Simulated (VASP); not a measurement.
# ScSi2 in VASP: a series of runs

ScSi2 is run at these levels: PBE, revPBE; tasks: single point.

All numbers are computed with VASP 6.6.1; they aren't measurements. Logs are shortened: lines on timing, memory, paths and dates and some standing lists are left out, and cuts for length are marked.

## 1. The cell of the first run

The typed cell holds 3 atoms: a = 3.621 Å, b = 3.621 Å, c = 3.823 Å, α = 90.00°, β = 90.00°, γ = 120.00°.

## 2. Single point, PBE

INCAR reads:

```
ALGO = Normal
EDIFF = 1E-6
ENCUT = 500
GGA = PE
GGA_COMPAT = False
ISIF = 2
ISMEAR = -1
LASPH = True
LCHARG = True
LELF = True
LREAL = False
LVHAR = True
LWAVE = False
NBANDS = 16
NELM = 120
PREC = Accurate
SIGMA = 0.1
```

KPOINTS reads:

```
k-points
0
Gamma
  6 6 5
```

POSCAR reads:

```
ScSi2
1.0
    3.6208220000      0.0000000000      0.0000000000
   -1.8104110000      3.1357250000      0.0000000000
    0.0000000000      0.0000000000      3.8231370000
Si Sc
2 1
Direct
    0.3333000000      0.6667000000      0.5000000000
    0.6666000000      0.3333000000      0.5000000000
    0.0000000000      0.0000000000      0.0000000000
```

Potentials or basis: VASP PAW PBE potentials, release 64 (Si, Sc_sv).

The run is started by

```
cat potpaw_PBE.64/Si/POTCAR potpaw_PBE.64/Sc_sv/POTCAR > POTCAR
mpirun -np 1 vasp_std > vasp.out
```

OUTCAR:

```text
EDIFF = 1E-6
   ENCUT = 500
   GGA = PE
   ISIF = 2
   ISMEAR = -1
   LASPH = True
   LREAL = False
   NELM = 120
   PREC = Accurate

 ion  position               nearest neighbor table
   1  0.333  0.667  0.500-   2 2.09   2 2.09   2 2.09   3 2.83   3 2.83   3 2.83   3 2.83   3 2.83
                             3 2.83
   2  0.667  0.333  0.500-   1 2.09   1 2.09   1 2.09   3 2.83   3 2.83   3 2.83   3 2.83   3 2.83
                             3 2.83
   3  0.000  0.000  0.000-   2 2.83   2 2.83   1 2.83   1 2.83   2 2.83   2 2.83   1 2.83   1 2.83
                             2 2.83   2 2.83   1 2.83   1 2.83

  LATTYP: Found a hexagonal cell.
 ALAT       =     3.6208220000
 C/A-ratio  =     1.0558754338

  Lattice vectors:

 A1 = (   3.6208220000,   0.0000000000,   0.0000000000)
 A2 = (  -1.8104110000,   3.1357250000,   0.0000000000)
 A3 = (   0.0000000000,   0.0000000000,   3.8231370000)

Analysis of symmetry for initial positions (statically):
=====================================================================
 Subroutine PRICEL returns:
 Original cell was already a primitive cell.

 Routine SETGRP: Setting up the symmetry group for a
 hexagonal supercell.

 Subroutine GETGRP returns: Found  4 space group operations
 (whereof  4 operations were pure point group operations)
 out of a pool of 24 trial point group operations.

The static configuration has the point symmetry C_2v.

Analysis of symmetry for dynamics (positions and initial velocities):
=====================================================================
 Subroutine PRICEL returns:
 Original cell was already a primitive cell.

 Routine SETGRP: Setting up the symmetry group for a
 hexagonal supercell.

 Subroutine GETGRP returns: Found  4 space group operations
 (whereof  4 operations were pure point group operations)
 out of a pool of 24 trial point group operations.

The dynamic configuration has the point symmetry C_2v.

 Subroutine INISYM returns: Found  4 space group operations
 (whereof  4 operations are pure point group operations),
 and found     1 'primitive' translations

----------------------------------------------------------------------------------------

                                     Primitive cell

  volume of cell :      43.4075

  direct lattice vectors                    reciprocal lattice vectors
     3.620822000  0.000000000  0.000000000     0.276180381  0.159452758  0.000000000
    -1.810411000  3.135725000  0.000000000     0.000000000  0.318905516  0.000000000
     0.000000000  0.000000000  3.823137000     0.000000000  0.000000000  0.261565306

  length of vectors
     3.620822000  3.620823009  3.823137000     0.318905605  0.318905516  0.261565306

  position of ions in fractional coordinates (direct lattice)
     0.333300000  0.666700000  0.500000000
     0.666600000  0.333300000  0.500000000
     0.000000000  0.000000000  0.000000000

  ion indices of the primitive-cell ions
   primitive index   ion index
                 1           1
                 2           2
                 3           3

----------------------------------------------------------------------------------------

 KPOINTS: k-points

Automatic generation of k-mesh.
 Grid dimensions read from file:
 generate k-points for:    6    6    5

 Generating k-lattice:

  Cartesian coordinates                     Fractional coordinates (reciprocal lattice)
     0.046030064  0.026575460  0.000000000     0.166666667  0.000000000  0.000000000
     0.000000000  0.053150919  0.000000000     0.000000000  0.166666667  0.000000000
     0.000000000  0.000000000  0.052313061     0.000000000  0.000000000  0.200000000

  Length of vectors
     0.053150934  0.053150919  0.052313061

  Shift w.r.t. Gamma in fractional coordinates (k-lattice)
     0.000000000  0.000000000  0.000000000

 Subroutine IBZKPT returns following result:
 ===========================================

 Found     39 irreducible k-points:

 Following reciprocal coordinates:
            Coordinates               Weight
  0.000000  0.000000  0.000000      1.000000
  0.166667  0.000000  0.000000      4.000000
  0.000000  0.166667  0.000000      2.000000
  0.333333  0.000000  0.000000      4.000000
  0.000000  0.333333  0.000000      2.000000
  0.500000  0.000000  0.000000      2.000000
[... 16 lines left out ...]
  0.333333  0.166667  0.200000      8.000000
 -0.166667  0.500000  0.200000      8.000000
 [... further k-points ...]
   k-points           NKPTS =     39   k-points in BZ     NKDIM =     39   number of bands    NBANDS=     16
   number of dos      NEDOS =    301   number of ions     NIONS =      3
   total plane-waves  NPLWV =  21952
   dimension x,y,z NGX =    28 NGY =   28 NGZ =   28
   dimension x,y,z NGXF=    56 NGYF=   56 NGZF=   56
   ions per type =               2   1
   NGX,Y,Z   is equivalent  to a cutoff of  12.86, 12.86, 12.18 a.u.
   NGXF,Y,Z  is equivalent  to a cutoff of  25.71, 25.71, 24.35 a.u.
 SYSTEM =  unknown system
   PREC   = accura    normal or accurate (medium, high low for compatibility)
   ISTART =      0    job   : 0-new  1-cont  2-samecut
   ICHARG =      2    charge: 1-file 2-atom 10-const
   ISPIN  =      1    spin polarized calculation?
   LNONCOLLINEAR =      F non collinear calculations
   LSORBIT =      F    spin-orbit coupling
   LASPH  =      T    aspherical Exc in radial PAW
   ENCUT  =  500.0 eV  36.75 Ry    6.06 a.u.   6.60  6.60  6.97*2*pi/ulx,y,z
   NELM   =    120;   NELMIN=  2; NELMDL= -5     # of ELM steps
   EDIFF  = 0.1E-05   stopping-criterion for ELM
   LREAL  =      F    real-space projection
   EDIFFG = 0.1E-04   stopping-criterion for IOM
   NSW    =      0    number of steps for IOM
   IBRION =     -1    ionic relax: 0-MD 1-quasi-New 2-CG
   NFREE  =      0    steps in history (QN), initial steepest desc. (CG)
   ISIF   =      2    stress and relaxation
   ISYM   =      2    0-nonsym 1-usesym 2-fastsym
   POTIM  = 0.5000    time-step for ionic-motion
   TEBEG  =    0.0;   TEEND  =   0.0 temperature during run
   PSTRESS=    0.0 pullay stress
   NELECT =      19.0000    total number of electrons
   NUPDOWN=      -1.0000    fix difference up-down
   EMIN   =  10.00;   EMAX   =-10.00  energy-range for DOS
   EFERMI =   0.00;   METHOD = LEGACY
   ISMEAR =    -1;   SIGMA  =   0.10  broadening in eV -4-tet -1-fermi 0-gaus
   EFERMI_NEDOS =   21; number of points for ismear=-14 and -15
   IALGO  =     38    algorithm
   IMIX   =      4    mixing-type and parameters
     AMIX     =   0.40;   BMIX     =  1.00
     AMIX_MAG =   1.60;   BMIX_MAG =  1.00
  volume/ion in A,a.u.               =      14.47        97.64
  Fermi-wavevector in a.u.,A,eV,Ry     =   1.243000  2.348929 21.021658  1.545048
  Thomas-Fermi vector in A             =   2.377330
   LORBIT       =      0    0 simple, 1 ext, 2 COOP (PROOUT), +10 PAW based schemes
   GGA     = PE    functional components
   LHFCALC =     F    Hartree Fock is set to
   AEXX    =    0.0000 exact exchange contribution
   IVDW    =     0    specifies the selected vdW correction
   LEPSILON=     F    determine dielectric tensor
   LRPA    =     F    only Hartree local field effects (RPA)
 non-spin polarized calculation
  energy-cutoff  :      500.00
  volume of cell :       43.41
 maximum number of plane-waves:      1118
 NGX is ok and might be reduce to    28
   NGX = 13   NGY = 13   NGZ = 13

 number of electron      19.0000001 magnetization

 Free energy of the ion-electron system (eV)
  ---------------------------------------------------
  ext. energy  EPLUGINS =         0.00000000
  ---------------------------------------------------
  free energy    TOTEN  =       -17.14336081 eV

  energy without entropy =      -17.09635900  energy(sigma->0) =      -17.11985991

 E-fermi :   9.6825     XC(G=0): -11.3882

 val. band max:        9.4819212898   @ k =   0.3333   0.0000   0.2000
 cond. band min:       9.7482567238   @ k =   0.0000   0.1667   0.4000
 fundamental gap:      0.2663354339
 Fermi energy:         9.6825099505

 k-point     1 :       0.0000    0.0000    0.0000
  band No.  band energies     occupation
      1     -39.8992      2.00000
      2     -18.6252      2.00000
      3     -18.5322      2.00000
      4     -18.5322      2.00000
      5      -4.4885      2.00000
      6       6.0012      2.00000
[... 8 lines left out ...]
     15      12.3766      0.00000
     16      12.3770      0.00000

 k-point     2 :       0.1667    0.0000    0.0000
  band No.  band energies     occupation
      1     -39.8961      2.00000
      2     -18.6192      2.00000
      3     -18.5694      2.00000
      4     -18.5405      2.00000
      5      -4.0742      2.00000
      6       4.3234      2.00000
[... 8 lines left out ...]
     15      12.9230      0.00000
     16      13.3090      0.00000

 k-point     3 :       0.0000    0.1667    0.0000
  band No.  band energies     occupation
      1     -39.8961      2.00000
      2     -18.6192      2.00000
      3     -18.5694      2.00000
      4     -18.5405      2.00000
      5      -4.0742      2.00000
      6       4.3228      2.00000
[... 8 lines left out ...]
     15      12.9229      0.00000
     16      13.3089      0.00000

 k-point     4 :       0.3333    0.0000    0.0000
  band No.  band energies     occupation
      1     -39.8898      2.00000
      2     -18.6425      2.00000
      3     -18.6072      2.00000
      4     -18.5571      2.00000
      5      -2.8865      2.00000
      6       1.6211      2.00000
[... 8 lines left out ...]
     15      14.5216      0.00000
     16      14.7784      0.00000

 k-point     5 :       0.0000    0.3333    0.0000
  band No.  band energies     occupation
      1     -39.8898      2.00000
      2     -18.6425      2.00000
      3     -18.6072      2.00000
      4     -18.5572      2.00000
      5      -2.8865      2.00000
      6       1.6206      2.00000
[... 8 lines left out ...]
     15      14.5217      0.00000
     16      14.7786      0.00000

 k-point     6 :       0.5000    0.0000    0.0000
  band No.  band energies     occupation
      1     -39.8866      2.00000
      2     -18.6785      2.00000
      3     -18.6011      2.00000
      4     -18.5654      2.00000
      5      -1.4564      2.00000
      6      -0.3564      2.00000
[... 8 lines left out ...]
     15      12.7983      0.00000
     16      15.4606      0.00000
[... 267 lines left out ...]
 k-point    21 :       0.1667    0.1667    0.2000
  band No.  band energies     occupation
      1     -39.8901      2.00000
      2     -18.6373      2.00000
      3     -18.6124      2.00000
      4     -18.5575      2.00000
      5      -3.0670      2.00000
      6       2.7868      2.00000
[... 8 lines left out ...]
     15      13.1021      0.00000
     16      15.1015      0.00000

 k-point    22 :      -0.3333    0.1667    0.2000
  band No.  band energies     occupation
      1     -39.8901      2.00000
      2     -18.6373      2.00000
      3     -18.6125      2.00000
      4     -18.5574      2.00000
      5      -3.0670      2.00000
      6       2.7876      2.00000
[... 8 lines left out ...]
     15      13.1015      0.00000
     16      15.1017      0.00000

 k-point    23 :       0.3333    0.1667    0.2000
  band No.  band energies     occupation
      1     -39.8854      2.00000
      2     -18.6545      2.00000
      3     -18.6252      2.00000
      4     -18.5815      2.00000
      5      -1.7009      2.00000
      6       0.6627      2.00000
[... 8 lines left out ...]
     15      13.7618      0.00000
     16      14.8247      0.00000

 k-point    24 :      -0.1667    0.5000    0.2000
  band No.  band energies     occupation
      1     -39.8854      2.00000
      2     -18.6544      2.00000
      3     -18.6252      2.00000
      4     -18.5815      2.00000
      5      -1.7007      2.00000
      6       0.6622      2.00000
[... 8 lines left out ...]
     15      13.7617      0.00000
     16      14.8248      0.00000

 [... further k-points ...]

------------------------ aborting loop because EDIFF is reached ----------------------------------------

  FORCE on cell =-STRESS in cart. coord.  units (eV):
  Direction    XX          YY          ZZ          XY          YZ          ZX
  --------------------------------------------------------------------------------------
  -------------------------------------------------------------------------------------
  Total       12.3953600     12.4068757      1.3936439      0.0000000      0.0000000      0.0000000
  in kB      457.5143531    457.9393977     51.4395779      0.0000000      0.0000000      0.0000000
  external PRESSURE =     322.2977762 kB  Pullay stress =       0.0000000 kB

 VOLUME and BASIS-vectors are now :
 -----------------------------------------------------------------------------
  energy-cutoff  :      500.00
  volume of cell :       43.41
      direct lattice vectors                 reciprocal lattice vectors
     3.620822000  0.000000000  0.000000000     0.276180381  0.159452758  0.000000000
    -1.810411000  3.135725000  0.000000000     0.000000000  0.318905516  0.000000000
     0.000000000  0.000000000  3.823137000     0.000000000  0.000000000  0.261565306

 POSITION                                       TOTAL-FORCE (eV/Angst)
 -----------------------------------------------------------------------------------
     -0.00018      2.09059      1.91157         0.000450     -0.005781      0.000000
      1.81023      1.04514      1.91157         0.000450      0.005781      0.000000
      0.00000      0.00000      0.00000        -0.000899      0.000000      0.000000
 -----------------------------------------------------------------------------------
    total drift:                                0.000001     -0.000000     -0.000000

  FREE ENERGIE OF THE ION-ELECTRON SYSTEM (eV)
  ---------------------------------------------------
  free  energy   TOTEN  =       -17.1433608122 eV

  energy  without entropy=      -17.0963590001  energy(sigma->0) =      -17.11985991
```

Wall time 42 s (1 thread of Intel Xeon 8259CL, shared host); peak memory 0.17 GiB.

What came out:

```yaml
Free_energy: -17.1434 eV
Pressure: 32.2 GPa
Largest_force: 0.006 eV/Å
```

Forces in eV/Å, atoms in the order of the input:
```
Si   0.000 -0.006  0.000
Si   0.000  0.006  0.000
Sc  -0.001  0.000  0.000
```

Levels at points of the mesh, in eV from the Fermi level:
| k point | band 5 | band 6 | band 7 | band 8 | band 9 | band 10 | band 11 | band 12 | band 13 | band 14 |
| --- | --- | --- | --- | --- | --- | --- | --- | --- | --- | --- |
| (0.00, 0.00, 0.00) | -14.17 | -3.68 | -3.62 | -3.62 | -2.28 | 0.99 | 0.99 | 1.29 | 1.59 | 1.60 |
| (0.50, 0.00, 0.00) | -11.14 | -10.04 | -4.66 | -3.40 | -2.95 | 0.43 | 0.67 | 2.30 | 2.46 | 2.63 |
| (0.00, 0.50, 0.00) | -11.14 | -10.04 | -4.66 | -3.40 | -2.95 | 0.43 | 0.67 | 2.30 | 2.46 | 2.63 |

## 3. Single point, PBE

INCAR reads:

```
SYSTEM = ScSi2
  PREC = Accurate
  ENCUT = 500
  EDIFF = 1E-6
  ISMEAR = -1
  SIGMA = 0.1
  LREAL = .FALSE.
  LASPH = .TRUE.
  NELM = 120
  ALGO = Normal
  ISIF = 2
  LWAVE = .FALSE.
  LCHARG = .FALSE.
  GGA = PE
  NBANDS = 16
  GGA_COMPAT = .FALSE.
```

KPOINTS reads:

```
regular mesh
0
G
  6 6 5
  0 0 0
```

POSCAR is that of step 2.

Potentials or basis: VASP PAW PBE potentials, release 64 (Si, Sc_sv).

The run is started by

```
cat potpaw_PBE.64/Si/POTCAR potpaw_PBE.64/Sc_sv/POTCAR > POTCAR
mpirun -np 1 vasp_std > vasp.out
```

OUTCAR:

```text
SYSTEM = ScSi2
   PREC = Accurate
   ENCUT = 500
   EDIFF = 1E-6
   ISMEAR = -1
   LREAL = .FALSE.
   LASPH = .TRUE.
   NELM = 120
   ISIF = 2
   GGA = PE

 ion  position               nearest neighbor table
   1  0.333  0.667  0.500-   2 2.09   2 2.09   2 2.09   3 2.83   3 2.83   3 2.83   3 2.83   3 2.83
                             3 2.83
   2  0.667  0.333  0.500-   1 2.09   1 2.09   1 2.09   3 2.83   3 2.83   3 2.83   3 2.83   3 2.83
                             3 2.83
   3  0.000  0.000  0.000-   2 2.83   2 2.83   1 2.83   1 2.83   2 2.83   2 2.83   1 2.83   1 2.83
[... 656 lines left out ...]
  Direction    XX          YY          ZZ          XY          YZ          ZX
  --------------------------------------------------------------------------------------
  -------------------------------------------------------------------------------------
  Total       12.3953600     12.4068757      1.3936439      0.0000000      0.0000000      0.0000000
  in kB      457.5143531    457.9393977     51.4395779      0.0000000      0.0000000      0.0000000
  external PRESSURE =     322.2977762 kB  Pullay stress =       0.0000000 kB

 VOLUME and BASIS-vectors are now :
 -----------------------------------------------------------------------------
  energy-cutoff  :      500.00
  volume of cell :       43.41
      direct lattice vectors                 reciprocal lattice vectors
     3.620822000  0.000000000  0.000000000     0.276180381  0.159452758  0.000000000
    -1.810411000  3.135725000  0.000000000     0.000000000  0.318905516  0.000000000
     0.000000000  0.000000000  3.823137000     0.000000000  0.000000000  0.261565306

 POSITION                                       TOTAL-FORCE (eV/Angst)
 -----------------------------------------------------------------------------------
     -0.00018      2.09059      1.91157         0.000450     -0.005781      0.000000
      1.81023      1.04514      1.91157         0.000450      0.005781      0.000000
      0.00000      0.00000      0.00000        -0.000899      0.000000      0.000000
 -----------------------------------------------------------------------------------
    total drift:                                0.000001     -0.000000     -0.000000

  FREE ENERGIE OF THE ION-ELECTRON SYSTEM (eV)
  ---------------------------------------------------
  free  energy   TOTEN  =       -17.1433608122 eV

  energy  without entropy=      -17.0963590001  energy(sigma->0) =      -17.11985991
```

OSZICAR:

```text
N       E                     dE             d eps       ncg     rms          rms(c)
DAV:   1     0.117926078527E+03    0.11793E+03   -0.80909E+03  1264   0.110E+03
DAV:   2    -0.135678267870E+02   -0.13149E+03   -0.12803E+03  1264   0.324E+02
DAV:   3    -0.192667829858E+02   -0.56990E+01   -0.55230E+01  1960   0.652E+01
DAV:   4    -0.193678012991E+02   -0.10102E+00   -0.10096E+00  1520   0.873E+00
DAV:   5    -0.193711335727E+02   -0.33323E-02   -0.33322E-02  1888   0.155E+00    0.119E+01
DAV:   6    -0.171795646723E+02    0.21916E+01   -0.81062E+00  2056   0.272E+01    0.512E+00
DAV:   7    -0.171578140342E+02    0.21751E-01   -0.28777E-01  1512   0.356E+00    0.303E+00
DAV:   8    -0.171454854146E+02    0.12329E-01   -0.50335E-02  1808   0.270E+00    0.546E-01
DAV:   9    -0.171436097310E+02    0.18757E-02   -0.19454E-02  1920   0.158E+00    0.193E-01
DAV:  10    -0.171437536097E+02   -0.14388E-03   -0.63552E-03  1912   0.793E-01    0.132E-01
DAV:  11    -0.171433578204E+02    0.39579E-03   -0.19760E-03  1864   0.469E-01    0.161E-02
DAV:  12    -0.171433609922E+02   -0.31718E-05   -0.35353E-05  1432   0.432E-02    0.137E-02
DAV:  13    -0.171433608122E+02    0.18003E-06   -0.12517E-06  1320   0.136E-02
   1 F= -.17143361E+02 E0= -.17119860E+02  d E =-.470018E-01
```

Wall time 41 s (1 thread of Intel Xeon 8259CL, shared host); peak memory 0.17 GiB.

Results:

```yaml
Free_energy: -17.1434 eV
Pressure: 32.2 GPa
Largest_force: 0.006 eV/Å
```

Forces on the atoms (eV/Å):
```
Si   0.000 -0.006  0.000
Si   0.000  0.006  0.000
Sc  -0.001  0.000  0.000
```

Stress tensor (GPa, compression positive):
```
45.75  0.00  0.00
 0.00 45.79  0.00
 0.00  0.00  5.14
```

## 4. Single point, revPBE

INCAR reads:

```
SYSTEM = ScSi2
ALGO = Normal
EDIFF = 1E-6
ENCUT = 500
GGA = RE
GGA_COMPAT = .FALSE.
ISIF = 2
ISMEAR = -1
LASPH = .TRUE.
LCHARG = .TRUE.
LELF = .TRUE.
LREAL = .FALSE.
LVHAR = .TRUE.
LWAVE = .FALSE.
NBANDS = 16
NELM = 120
PREC = Accurate
SIGMA = 0.1
```

KPOINTS reads:

```
k-points
0
G
  6 6 5
  0 0 0
```

POSCAR is that of step 3.

The run is started by

```
cat potpaw_PBE.64/Si/POTCAR potpaw_PBE.64/Sc_sv/POTCAR > POTCAR
mpirun -np 1 vasp_std > vasp.out
```

It took 47 s on 1 thread of Intel Xeon 8259CL, shared host; peak memory 0.17 GiB.

It converged, with:

* Free energy: -16.3109 eV
* Pressure: 34.4 GPa
* Largest force: 0.006 eV/Å

Forces in eV/Å, atoms in the order of the input:
```
Si   0.000 -0.006  0.000
Si   0.000  0.006  0.000
Sc  -0.001  0.000  0.000
```

Stress tensor (GPa, compression positive):
```
47.99  0.00  0.00
 0.00 48.03  0.00
 0.00  0.00  7.04
```

Levels at points of the mesh, in eV from the Fermi level:
```
           k point  band 7  band 8  band 9  band 10  band 11  band 12
(0.00, 0.00, 0.00)   -3.62   -3.62   -2.27     0.97     0.97     1.32
(0.50, 0.00, 0.00)   -4.66   -3.40   -2.95     0.41     0.67     2.32
(0.00, 0.50, 0.00)   -4.66   -3.40   -2.95     0.41     0.67     2.32
```

Caveat: the PAW data sets were made with another functional, which shifts forces and pressure a little.
